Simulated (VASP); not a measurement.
A run of VASP 6.6.1:

File INCAR:

```
  PREC = Accurate
  ENCUT = 500
  EDIFF = 1E-6
  ISMEAR = 1
  SIGMA = 0.02
  LREAL = False
  LASPH = True
  NELM = 120
  ALGO = Normal
  ISIF = 2
  LWAVE = False
  LCHARG = False
  GGA = PE
  IVDW = 12
  NBANDS = 30
  GGA_COMPAT = False
```

File KPOINTS:

```
regular mesh
0
Gamma
  3 3 3
```

Contents of POSCAR:

```
CsSnBr3
1.0
    5.8390060000      0.0000000000      0.0000000000
    0.0000000000      5.8390060000      0.0000000000
    0.0000000000      0.0000000000      5.8390060000
Cs Sn Br
1 1 3
Direct
    0.0000000000      0.0000000000      0.0000000000
    0.5000000000      0.5000000000      0.5000000000
    0.5000000000      0.0000000000      0.5000000000
    0.5000000000      0.5000000000      0.0000000000
    0.0000000000      0.5000000000      0.5000000000
```

Potentials or basis: VASP PAW PBE potentials, release 64 (Cs_sv, Sn_d, Br).

Command:

```console
$ cat potpaw_PBE.64/Cs_sv/POTCAR potpaw_PBE.64/Sn_d/POTCAR potpaw_PBE.64/Br/POTCAR > POTCAR
$ mpirun -np 1 vasp_std > vasp.out
```

Hardware: 1 thread of Intel(R) Xeon(R) 6975P-C (Granite Rapids), with other jobs on the host.

Task: How long does it take, and how much memory?

Result: Run time: 18 s on 1 thread of Intel(R) Xeon(R) 6975P-C (Granite Rapids), on a shared host, peak memory 0.32 GiB. Counts: scf iterations 13, k points 4.
